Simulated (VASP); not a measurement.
V: single point with PBEsol

V:

```xyz
3
Lattice="4.4017 0.0000 0.0000 -2.2009 3.8120 0.0000 0.0000 0.0000 2.3521" Properties=species:S:1:pos:R:3 pbc="T T T"
V     0.0000    0.0000    0.0000
V     0.0000    2.5413    1.1760
V     2.2009    1.2707    1.1760
```

This isn't the form of V at room conditions, which is bcc.

```json
{
  "Program": "VASP 6.6.1",
  "Task": "single point",
  "Functional": "PBEsol",
  "Potentials or basis": "VASP PAW PBE potentials, release 64 (V_sv)",
  "Cutoff": "520 eV",
  "k mesh": "9 × 9 × 15",
  "Occupations": "fermi-dirac, width 0.1 eV",
  "Spin": "no spin polarisation",
  "Dipole correction": "no",
  "Further INCAR settings": "ALGO = Normal; EDIFF = 1e-07; NBANDS = 26"
}
```

* Pressure: 0.1 GPa
* Band gap on the k mesh: zero (an odd number of electrons rules out a gap without spin polarisation)

Stress tensor (GPa, compression positive):
```
-0.03  0.00  0.00
 0.00 -0.03  0.00
 0.00  0.00  0.45
```

Levels at points of the mesh, in eV from the Fermi level:
| k point | band 17 | band 18 | band 19 | band 20 | band 21 | band 22 | band 23 | band 24 |
| --- | --- | --- | --- | --- | --- | --- | --- | --- |
| (0.00, 0.00, 0.00) | -1.41 | -1.41 | -1.40 | -0.91 | 0.51 | 0.51 | 2.45 | 2.45 |

Wall time 2.3 min on 1 thread of Intel Xeon 8259CL, on a shared host, peak memory 0.21 GiB.

Caveat: the PAW data sets were made with another functional, which shifts forces and pressure a little.
